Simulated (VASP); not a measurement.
A run of VASP 6.6.1 is set up as follows.

File INCAR:

```
AGGAC = 1.0 ; AGGAX = 1.0
ALDAC = 0.0 ; ALDAX = 1.0
ALGO = Normal ; EDIFF = 1E-6
ENCUT = 520 ; GGA = B5
ISIF = 2 ; ISMEAR = -1
LASPH = True ; LCHARG = False
LREAL = False ; LWAVE = False
NBANDS = 8 ; NELM = 100
PREC = Accurate ; SIGMA = 0.1
```

KPOINTS

```
k-points
0
Gamma
  12 12 12
```

POSCAR

```
Si
1.0
    2.5895175186      0.0000000000      0.0000000000
    0.0000000000      2.5895175186      0.0000000000
    0.0000000000      0.0000000000      2.5895175186
Si
1
Direct
    0.0000000000      0.0000000000      0.0000000000
```

Potentials or basis: VASP PAW PBE potentials, release 64 (Si).

Command:

```console
$ cat potpaw_PBE.64/Si/POTCAR > POTCAR
$ mpirun -np 1 vasp_std > vasp.out
```

(1) Estimate the pressure.

(2) What does it give for the band gap on the k mesh?

Answers

(1) 0.3 GPa.

(2) zero (band 2 reaches 15.07 eV, above the bottom of band 3 at 5.24 eV).

Caveat: the PAW data sets were made with another functional, which shifts forces and pressure a little.
